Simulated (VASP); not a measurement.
# CdTe (F-43m) in VASP: notebook

CdTe is run at these levels: LDA; tasks: single point, relaxation of cell and atoms.

Everything below comes from runs of VASP 6.6.1. Logs are shortened: lines on timing, memory, paths and dates and some standing lists are left out, and cuts for length are marked.

## Step 1: The cell of the first run

The structure is cubic, space group F-43m (No. 216). Conventional cell: a = 5.780 Å, b = 5.780 Å, c = 5.780 Å, α = 90.00°, β = 90.00°, γ = 90.00°. Within 3.3 Å of Cd (site symmetry -43m) lie 4 Te at 2.50 Å. Within 3.3 Å of Te (site symmetry -43m) lie 4 Cd at 2.50 Å.

## Step 2: Single point, LDA

The input, INCAR:

```
PREC = Accurate ; ENCUT = 500
EDIFF = 1E-6 ; ISMEAR = 0
SIGMA = 0.01 ; LREAL = False
LASPH = True ; NELM = 120
ALGO = Normal ; ISIF = 2
LWAVE = False ; LCHARG = False
GGA = CA ; NBANDS = 16
GGA_COMPAT = False
```

The input, KPOINTS:

```
regular mesh
0
Gamma
  8 8 8
```

The input, POSCAR:

```
CdTe
1.0
    0.0000000000      2.8902264006      2.8902264006
    2.8902264006      0.0000000000      2.8902264006
    2.8902264006      2.8902264006      0.0000000000
Cd Te
1 1
Direct
    0.0000000000      0.0000000000      0.0000000000
    0.7500000000      0.7500000000      0.7500000000
```

Potentials or basis: VASP PAW LDA potentials, release 64 (Cd, Te).

Command:

```sh
> cat potpaw_LDA.64/Cd/POTCAR potpaw_LDA.64/Te/POTCAR > POTCAR
> mpirun -np 1 vasp_std > vasp.out
```

OUTCAR:

```text
PREC = Accurate
   ENCUT = 500
   EDIFF = 1E-6
   ISMEAR = 0
   LREAL = False
   LASPH = True
   NELM = 120
   ISIF = 2
   GGA = CA

 ion  position               nearest neighbor table
   1  0.000  0.000  0.000-   2 2.50   2 2.50   2 2.50   2 2.50
   2  0.750  0.750  0.750-   1 2.50   1 2.50   1 2.50   1 2.50

  LATTYP: Found a face centered cubic cell.
 ALAT       =     5.7804528012

  Lattice vectors:

 A1 = (   0.0000000000,   2.8902264006,   2.8902264006)
 A2 = (   2.8902264006,   0.0000000000,   2.8902264006)
 A3 = (   2.8902264006,   2.8902264006,   0.0000000000)

Analysis of symmetry for initial positions (statically):
=====================================================================
 Subroutine PRICEL returns:
 Original cell was already a primitive cell.

 Routine SETGRP: Setting up the symmetry group for a
 face centered cubic supercell.

 Subroutine GETGRP returns: Found 24 space group operations
 (whereof 24 operations were pure point group operations)
 out of a pool of 48 trial point group operations.

The static configuration has the point symmetry T_d .

Analysis of symmetry for dynamics (positions and initial velocities):
=====================================================================
 Subroutine PRICEL returns:
 Original cell was already a primitive cell.

 Routine SETGRP: Setting up the symmetry group for a
 face centered cubic supercell.

 Subroutine GETGRP returns: Found 24 space group operations
 (whereof 24 operations were pure point group operations)
 out of a pool of 48 trial point group operations.

The dynamic configuration has the point symmetry T_d .

 Subroutine INISYM returns: Found 24 space group operations
 (whereof 24 operations are pure point group operations),
 and found     1 'primitive' translations

----------------------------------------------------------------------------------------

                                     Primitive cell

  volume of cell :      48.2865

  direct lattice vectors                    reciprocal lattice vectors
     0.000000000  2.890226401  2.890226401    -0.172996828  0.172996828  0.172996828
     2.890226401  0.000000000  2.890226401     0.172996828 -0.172996828  0.172996828
     2.890226401  2.890226401  0.000000000     0.172996828  0.172996828 -0.172996828

  length of vectors
     4.087397374  4.087397374  4.087397374     0.299639296  0.299639296  0.299639296

  position of ions in fractional coordinates (direct lattice)
     0.000000000  0.000000000  0.000000000
     0.750000000  0.750000000  0.750000000

  ion indices of the primitive-cell ions
   primitive index   ion index
                 1           1
                 2           2

----------------------------------------------------------------------------------------

 KPOINTS: regular mesh

Automatic generation of k-mesh.
 Grid dimensions read from file:
 generate k-points for:    8    8    8

 Generating k-lattice:

  Cartesian coordinates                     Fractional coordinates (reciprocal lattice)
    -0.021624604  0.021624604  0.021624604     0.125000000  0.000000000  0.000000000
     0.021624604 -0.021624604  0.021624604     0.000000000  0.125000000  0.000000000
     0.021624604  0.021624604 -0.021624604     0.000000000  0.000000000  0.125000000

  Length of vectors
     0.037454912  0.037454912  0.037454912

  Shift w.r.t. Gamma in fractional coordinates (k-lattice)
     0.000000000  0.000000000  0.000000000

 Subroutine IBZKPT returns following result:
 ===========================================

 Found     29 irreducible k-points:

 Following reciprocal coordinates:
            Coordinates               Weight
  0.000000  0.000000  0.000000      1.000000
  0.125000  0.000000  0.000000      8.000000
  0.250000  0.000000  0.000000      8.000000
  0.375000  0.000000  0.000000      8.000000
  0.500000  0.000000  0.000000      4.000000
  0.125000  0.125000  0.000000      6.000000
[... 16 lines left out ...]
  0.500000  0.250000  0.125000     48.000000
 -0.375000  0.250000  0.125000     24.000000
 [... further k-points ...]
   k-points           NKPTS =     29   k-points in BZ     NKDIM =     29   number of bands    NBANDS=     16
   number of dos      NEDOS =    301   number of ions     NIONS =      2
   total plane-waves  NPLWV =  27000
   dimension x,y,z NGX =    30 NGY =   30 NGZ =   30
   dimension x,y,z NGXF=    60 NGYF=   60 NGZF=   60
   ions per type =               1   1
   NGX,Y,Z   is equivalent  to a cutoff of  12.20, 12.20, 12.20 a.u.
   NGXF,Y,Z  is equivalent  to a cutoff of  24.40, 24.40, 24.40 a.u.
 SYSTEM =  unknown system
   PREC   = accura    normal or accurate (medium, high low for compatibility)
   ISTART =      0    job   : 0-new  1-cont  2-samecut
   ICHARG =      2    charge: 1-file 2-atom 10-const
   ISPIN  =      1    spin polarized calculation?
   LNONCOLLINEAR =      F non collinear calculations
   LSORBIT =      F    spin-orbit coupling
   LASPH  =      T    aspherical Exc in radial PAW
   ENCUT  =  500.0 eV  36.75 Ry    6.06 a.u.   7.45  7.45  7.45*2*pi/ulx,y,z
   NELM   =    120;   NELMIN=  2; NELMDL= -5     # of ELM steps
   EDIFF  = 0.1E-05   stopping-criterion for ELM
   LREAL  =      F    real-space projection
   EDIFFG = 0.1E-04   stopping-criterion for IOM
   NSW    =      0    number of steps for IOM
   IBRION =     -1    ionic relax: 0-MD 1-quasi-New 2-CG
   NFREE  =      0    steps in history (QN), initial steepest desc. (CG)
   ISIF   =      2    stress and relaxation
   ISYM   =      2    0-nonsym 1-usesym 2-fastsym
   POTIM  = 0.5000    time-step for ionic-motion
   TEBEG  =    0.0;   TEEND  =   0.0 temperature during run
   PSTRESS=    0.0 pullay stress
   NELECT =      18.0000    total number of electrons
   NUPDOWN=      -1.0000    fix difference up-down
   EMIN   =  10.00;   EMAX   =-10.00  energy-range for DOS
   EFERMI =   0.00;   METHOD = LEGACY
   ISMEAR =     0;   SIGMA  =   0.01  broadening in eV -4-tet -1-fermi 0-gaus
   EFERMI_NEDOS =   21; number of points for ismear=-14 and -15
   IALGO  =     38    algorithm
   IMIX   =      4    mixing-type and parameters
     AMIX     =   0.40;   BMIX     =  1.00
     AMIX_MAG =   1.60;   BMIX_MAG =  1.00
  volume/ion in A,a.u.               =      24.14       162.93
  Fermi-wavevector in a.u.,A,eV,Ry     =   1.178213  2.226500 18.887415  1.388186
  Thomas-Fermi vector in A             =   2.314546
   LORBIT       =      0    0 simple, 1 ext, 2 COOP (PROOUT), +10 PAW based schemes
   GGA     = CA    functional components
   LHFCALC =     F    Hartree Fock is set to
   AEXX    =    0.0000 exact exchange contribution
   IVDW    =     0    specifies the selected vdW correction
   LEPSILON=     F    determine dielectric tensor
   LRPA    =     F    only Hartree local field effects (RPA)
 non-spin polarized calculation
 Gauss-broadening in eV      SIGMA  =   0.01
  energy-cutoff  :      500.00
  volume of cell :       48.29
 maximum number of plane-waves:      1243
 NGX is ok and might be reduce to    30
   NGX = 15   NGY = 15   NGZ = 15

 number of electron      18.0000009 magnetization

 Free energy of the ion-electron system (eV)
  ---------------------------------------------------
  ext. energy  EPLUGINS =         0.00000000
  ---------------------------------------------------
  free energy    TOTEN  =        -4.77466171 eV

  energy without entropy =       -4.77466171  energy(sigma->0) =       -4.77466171

 E-fermi :   6.1855     XC(G=0): -10.5079

 val. band max:        6.1402200502   @ k =   0.0000   0.0000   0.0000
 cond. band min:       7.6292326341   @ k =   0.5000   0.5000   0.0000
 fundamental gap:      1.4890125839
 Fermi energy:         6.1855314116

 k-point     1 :       0.0000    0.0000    0.0000
  band No.  band energies     occupation
      1      -7.7725      2.00000
      2      -4.0980      2.00000
      3      -4.0980      2.00000
      4      -4.0980      2.00000
      5      -3.4891      2.00000
      6      -3.4891      2.00000
[... 8 lines left out ...]
     15      15.8839      0.00000
     16      15.8839      0.00000

 k-point     2 :       0.1250    0.0000    0.0000
  band No.  band energies     occupation
      1      -7.6567      2.00000
      2      -4.0716      2.00000
      3      -4.0716      2.00000
      4      -4.0486      2.00000
      5      -3.4934      2.00000
      6      -3.4934      2.00000
[... 8 lines left out ...]
     15      14.6996      0.00000
     16      14.6996      0.00000

 k-point     3 :       0.2500    0.0000    0.0000
  band No.  band energies     occupation
      1      -7.3711      2.00000
      2      -4.0137      2.00000
      3      -4.0137      2.00000
      4      -3.8314      2.00000
      5      -3.4955      2.00000
      6      -3.4955      2.00000
[... 8 lines left out ...]
     15      14.5280      0.00000
     16      14.5280      0.00000

 k-point     4 :       0.3750    0.0000    0.0000
  band No.  band energies     occupation
      1      -7.0859      2.00000
      2      -3.9676      2.00000
      3      -3.9676      2.00000
      4      -3.4815      2.00000
      5      -3.4815      2.00000
      6      -3.3068      2.00000
[... 8 lines left out ...]
     15      15.6753      0.00000
     16      15.6753      0.00000
[... 324 lines left out ...]
 k-point    22 :       0.3750    0.2500    0.1250
  band No.  band energies     occupation
      1      -7.1606      2.00000
      2      -3.9594      2.00000
      3      -3.9250      2.00000
      4      -3.7484      2.00000
      5      -3.4868      2.00000
      6      -3.4162      2.00000
[... 8 lines left out ...]
     15      16.6082      0.00000
     16      17.1891      0.00000

 k-point    23 :       0.5000    0.2500    0.1250
  band No.  band energies     occupation
      1      -6.9397      2.00000
      2      -3.9161      2.00000
      3      -3.8836      2.00000
      4      -3.6024      2.00000
      5      -3.4762      2.00000
      6      -3.0148      2.00000
[... 8 lines left out ...]
     15      16.6032      0.00000
     16      17.4010      0.00000

 k-point    24 :      -0.3750    0.2500    0.1250
  band No.  band energies     occupation
      1      -6.8531      2.00000
      2      -3.9115      2.00000
      3      -3.8623      2.00000
      4      -3.5488      2.00000
      5      -3.4879      2.00000
      6      -2.5694      2.00000
[... 8 lines left out ...]
     15      16.3233      0.00000
     16      17.6367      0.00000

 [... further k-points ...]

------------------------ aborting loop because EDIFF is reached ----------------------------------------

  FORCE on cell =-STRESS in cart. coord.  units (eV):
  Direction    XX          YY          ZZ          XY          YZ          ZX
  --------------------------------------------------------------------------------------
  -------------------------------------------------------------------------------------
  Total        9.3194056      9.3194056      9.3194056     -0.0000000      0.0000000     -0.0000000
  in kB      309.2240093    309.2240093    309.2240093     -0.0000000      0.0000000     -0.0000000
  external PRESSURE =     309.2240093 kB  Pullay stress =       0.0000000 kB

 VOLUME and BASIS-vectors are now :
 -----------------------------------------------------------------------------
  energy-cutoff  :      500.00
  volume of cell :       48.29
      direct lattice vectors                 reciprocal lattice vectors
     0.000000000  2.890226401  2.890226401    -0.172996828  0.172996828  0.172996828
     2.890226401  0.000000000  2.890226401     0.172996828 -0.172996828  0.172996828
     2.890226401  2.890226401  0.000000000     0.172996828  0.172996828 -0.172996828

 POSITION                                       TOTAL-FORCE (eV/Angst)
 -----------------------------------------------------------------------------------
      0.00000      0.00000      0.00000         0.000000     -0.000000      0.000000
      4.33534      4.33534      4.33534        -0.000000      0.000000     -0.000000
 -----------------------------------------------------------------------------------
    total drift:                               -0.000000     -0.000000     -0.000000

  FREE ENERGIE OF THE ION-ELECTRON SYSTEM (eV)
  ---------------------------------------------------
  free  energy   TOTEN  =        -4.7746617143 eV

  energy  without entropy=       -4.7746617143  energy(sigma->0) =       -4.77466171
```

Wall time 38 s (1 thread of Intel Xeon 8259CL, shared host); peak memory 0.16 GiB.

Results:

| Item | Value |
| --- | --- |
| Free energy | -4.7747 eV |
| Pressure | 30.9 GPa |
| Band gap on the k mesh | 1.49 eV (least direct gap 1.63 eV) |

Levels at points of the mesh, in eV from the valence-band top:
```tsv
k point	band 7	band 8	band 9	band 10	band 11	band 12
(0.00, 0.00, 0.00)	0.00	0.00	0.00	1.63	4.03	4.03
(0.50, 0.00, 0.00)	-7.01	-1.48	-1.48	1.92	4.74	4.74
(0.50, 0.50, 0.00)	-6.39	-3.44	-3.44	1.49	2.07	10.70
```

Caveat: the cell stands under pressure; spin-orbit coupling is left out, which moves the levels of the heavy elements.

[end of part 1 of 2]
